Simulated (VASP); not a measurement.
Wanted: the native input for a VASP 6.6.1 run.

- Task: single point
- Functional: PBEsol
- Potentials or basis: VASP PAW PBE potentials, release 64 (Cd, Te)
- Cutoff: 520 eV
- k mesh: 10 × 10 × 10
- Occupations: gaussian, width 0.05 eV
- Spin: no spin polarisation
- Dipole correction: no
- Further INCAR settings: ALGO = Normal; EDIFF = 1e-07; NBANDS = 16

The structure of CdTe lies in POSCAR:

```
CdTe
1.0
    0.0000000000      3.2445026194      3.2445026194
    3.2445026194      0.0000000000      3.2445026194
    3.2445026194      3.2445026194      0.0000000000
Cd Te
1 1
Direct
    0.0000000000      0.0000000000      0.0000000000
    0.2500000000      0.2500000000      0.2500000000
```

One way to write it, as run:

INCAR

```
  ALGO = Normal
  EDIFF = 1E-7
  ENCUT = 520
  GGA = PS
  ISIF = 2
  ISMEAR = 0
  LASPH = True
  LCHARG = False
  LREAL = False
  LWAVE = False
  NBANDS = 16
  NELM = 100
  PREC = Accurate
  SIGMA = 0.05
```

KPOINTS

```
k-points
0
Gamma
  10 10 10
```

Potentials or basis: VASP PAW PBE potentials, release 64 (Cd, Te).

The run is started by

```bash
$ cat potpaw_PBE.64/Cd/POTCAR potpaw_PBE.64/Te/POTCAR > POTCAR
$ mpirun -np 1 vasp_std > vasp.out
```

It gave:

```yaml
Pressure: 0.2 GPa
Band_gap_on_the_k_mesh: 0.65 eV, direct
```

Caveat: the PAW data sets were made with another functional, which shifts forces and pressure a little; spin-orbit coupling is left out, which moves the levels of the heavy elements.

Wall time 54 s on 1 thread of Intel(R) Xeon(R) Platinum 8259CL CPU @ 2.50GHz (Skylake/Cascade Lake) (shared host), peak memory 0.23 GiB.
